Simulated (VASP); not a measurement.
Si3Ge: single point with PBE

The system is Si3Ge.

```
Si Ge
1.0
     1.94265    1.12159    6.34097
    -1.94265    1.12159    6.34097
     0.00000   -2.24318    6.34097
Si Ge
3 1
Cartesian
  1.9427 1.1216 6.3664
  0.0000 0.0000 9.4868
  0.0000 0.0000 7.1337
  0.0000 0.0000 16.6441
```

```yaml
Program: VASP 6.6.1
Task: single point
Functional: PBE
Potentials_or_basis: VASP PAW PBE potentials, release 64 (Si, Ge_d)
Cutoff: 520 eV
k_mesh: 8 × 8 × 8
Occupations: fermi-dirac, width 0.02 eV
Spin: non-collinear spin, zero start, spin-orbit coupling
Starting_moments: "[[0.0, 0.0, 0.0], [0.0, 0.0, 0.0], [0.0, 0.0, 0.0], [0.0, 0.0, 0.0]] μB"
```

| Item | Value |
| --- | --- |
| Pressure | 1.7 GPa |
| Largest force | 0.076 eV/Å |
| Net moment | 0.00 μB per cell |
| Valence electrons inside the program's atomic spheres | Si 1.67, 1.68; Ge 12.50 |

Forces in eV/Å, atoms in the order of the input:
```
Si   0.000  0.000  0.071
Si   0.000  0.000 -0.076
Si   0.000  0.000 -0.002
Ge   0.000  0.000  0.006
```

Moments on the atoms (μB; x, y, z):
```
Si  0.00 0.00 0.00
Si  0.00 0.00 0.00
Si  0.00 0.00 0.00
Ge  0.00 0.00 0.00
```

Wall time 46 min on 1 thread of Intel(R) Xeon(R) Platinum 8124M CPU @ 3.00GHz (Skylake/Cascade Lake), on a shared host, peak memory 1.2 GiB.
